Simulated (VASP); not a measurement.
Here is a VASP 6.6.1 calculation.

Contents of INCAR:

```
SYSTEM = BeCd3S4
ALGO = Normal ; EDIFF = 1E-7
ENCUT = 520 ; GGA = PE
ISIF = 2 ; ISMEAR = 0
LASPH = .True. ; LCHARG = .False.
LREAL = .False. ; LWAVE = .False.
NBANDS = 41 ; NELM = 60
PREC = Accurate ; SIGMA = 0.01
```

Contents of KPOINTS:

```
k-points
0
Gamma
  4 4 4
  0 0 0
```

POSCAR

```
BeCd3S4
1.0
    5.5349980765      0.0000000000      0.0000000000
    0.0000000000      5.5349980765      0.0000000000
    0.0000000000      0.0000000000      5.5349980765
Be S Cd
1 4 3
Direct
    0.0000000000      0.0000000000      0.0000000000
    0.2208213992      0.2208213992      0.2208213992
    0.7791786008      0.7791786008      0.2208213992
    0.7791786008      0.2208213992      0.7791786008
    0.2208213992      0.7791786008      0.7791786008
    0.5000000000      0.5000000000      0.0000000000
    0.5000000000      0.0000000000      0.5000000000
    0.0000000000      0.5000000000      0.5000000000
```

Potentials or basis: VASP PAW PBE potentials, release 64 (Be, S, Cd).

Launch:

```bash
$ cat potpaw_PBE.64/Be/POTCAR potpaw_PBE.64/S/POTCAR potpaw_PBE.64/Cd/POTCAR > POTCAR
$ mpirun -np 1 vasp_std > vasp.out
```

(1) Estimate the pressure.

(2) What does it give for the largest force?

(3) Predict the band gap on the k mesh.

## Answers

(1) 4.8 GPa.

(2) 0.121 eV/Å.

(3) 1.85 eV, indirect (least direct gap 1.90 eV).
